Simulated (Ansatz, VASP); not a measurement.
Os in VASP and in Ansatz

The input INCAR:

```
SYSTEM = Os
ALGO = Normal
EDIFF = 1E-7
EDIFFG = -0.005
ENCUT = 600
GGA = PE
GGA_COMPAT = .False.
IBRION = 2
ISIF = 3
ISMEAR = -1
LASPH = .True.
LCHARG = .False.
LREAL = .False.
LWAVE = .False.
NELM = 120
NELMIN = 4
NSW = 45
PREC = Accurate
SIGMA = 0.05
```

File KPOINTS:

```
k-points
0
Gamma
  17 17 9
  0 0 0
```

POSCAR

```
Os
1.0
    2.7554753047      0.0000000000      0.0000000000
   -1.3777376524      2.3863116134      0.0000000000
    0.0000000000      0.0000000000      4.3424529262
Os
2
Direct
    0.3333333333      0.6666666667      0.2500000000
    0.6666666667      0.3333333333      0.7500000000
```

Input for Ansatz:

```yaml
crystal:
  lattice:
    - [2.7554753047, 0.0, 0.0]
    - [-1.3777376524, 2.3863116134, 0.0]
    - [0.0, 0.0, 4.3424529262]
  atoms:
    - { symbol: Os, position: [0.3333333333, 0.6666666667, 0.25] }
    - { symbol: Os, position: [0.6666666667, 0.3333333333, 0.75] }
kpoints:
  mp_grid: { grid: [17, 17, 9] }
scf:
  occupations: { method: fermi_dirac, width: 0.05 }
hamiltonian:
  xc: pbe
  pseudopotentials:
    kind: all_electron
    lapw: { basis_error: 0.0005 }
    relativity: none
output:
  forces: true
  stress: true
  eigenvalues: true
  populations: true
relax:
  f_tol: 0.005
  max_steps: 25
  cell: {}
```

Alike in both runs: task relaxation of cell and atoms; functional PBE; k mesh 17 × 17 × 9; occupations fermi-dirac, width 0.05 eV; no spin polarisation.

|  | VASP | Ansatz |
| --- | --- | --- |
| version | VASP 6.6.1 | Ansatz 0.2.0 |
| potentials or method | VASP PAW PBE potentials, release 64 (Os), cutoff 600 eV | all-electron LAPW, non-relativistic |

```tsv
	VASP	Ansatz	Ansatz less VASP
relaxed volume (Å³/atom)	14.28	15.63	+1.356
relaxed cell length with the largest relative difference (Å)	4.342	4.477	+0.1350
```

Ansatz ran all-electron here, and VASP with PAW potentials.

Neither program's run includes spin-orbit coupling.
